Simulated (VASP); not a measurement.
Input of a VASP 6.6.1 run:

Contents of INCAR:

```
SYSTEM = Li
PREC = Accurate ; ENCUT = 520
EDIFF = 1E-6 ; ISMEAR = 0
SIGMA = 0.1 ; LREAL = .FALSE.
LASPH = .TRUE. ; NELM = 80
ALGO = Normal ; ISIF = 2
LWAVE = .FALSE. ; LCHARG = .FALSE.
GGA = PE ; NBANDS = 12
```

KPOINTS

```
regular mesh
0
G
  6 6 6
  0 0 0
```

Contents of POSCAR:

```
Li
1.0
   -1.7581805400      3.0990141100      2.6763998500
    1.7581805400     -3.0990141100      2.6763998500
    1.7581805400      3.0990141100     -2.6763998500
Li
3
Direct
    0.8107066500      0.0657408800      0.7449657800
    0.3207751000      0.0657408800      0.2550342200
    0.4240458800      0.4240458800      0.0000000000
```

Potentials or basis: VASP PAW PBE potentials, release 64 (Li_sv).

Launch:

```bash
$ cat potpaw_PBE.64/Li_sv/POTCAR > POTCAR
$ mpirun -np 1 vasp_std > vasp.out
```

Q: Predict the largest force.

A: 0.577 eV/Å.

Forces on the atoms (eV/Å):
```
Li   0.000  0.570 -0.089
Li   0.000 -0.570 -0.089
Li   0.000  0.000  0.179
```
